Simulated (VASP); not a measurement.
Wanted: the native input for a VASP 6.6.1 run.

* Task: single point
* Functional: PBE
* Potentials or basis: VASP PAW PBE potentials, release 64 (In_d, P)
* Cutoff: 520 eV
* k mesh: 12 × 12 × 4
* Occupations: fermi-dirac, width 0.02 eV
* Spin: no spin polarisation
* Dipole correction: no
* Further INCAR settings: ALGO = Normal; EDIFF = 1e-06; NBANDS = 26

The structure of InP lies in POSCAR:

```
InP
1.0
    3.8843624194      0.0000000000      0.0000000000
   -1.9421812097      3.3639565327      0.0000000000
    0.0000000000      0.0000000000      6.6088054346
In P
2 2
Direct
    0.0000000000      0.0000000000      0.0000000000
    0.0000000000      0.0000000000      0.5000000000
    0.3333333333      0.6666666667      0.2500000000
    0.6666666667      0.3333333333      0.7500000000
```

One way to write it, as run:

INCAR

```
  PREC = Accurate
  ENCUT = 520
  EDIFF = 1E-6
  ISMEAR = -1
  SIGMA = 0.02
  LREAL = False
  LASPH = True
  NELM = 80
  ALGO = Normal
  ISIF = 2
  LWAVE = False
  LCHARG = False
  GGA = PE
  NBANDS = 26
```

KPOINTS

```
Automatic mesh
0
Gamma
  12 12 4
```

Potentials or basis: VASP PAW PBE potentials, release 64 (In_d, P).

Launch:

```console
$ cat potpaw_PBE.64/In_d/POTCAR potpaw_PBE.64/P/POTCAR > POTCAR
$ mpirun -np 1 vasp_std > vasp.out
```

It gave:

```
Pressure               : -0.1 GPa
Band gap on the k mesh : zero (bands 18 and 19 overlap by 2.75 eV)
```

Caveat: spin-orbit coupling is left out, which moves the levels of the heavy elements.

Wall time 55 s on 1 thread of AMD EPYC 9R45 96-Core Processor (Zen 5) (shared host), peak memory 0.23 GiB.
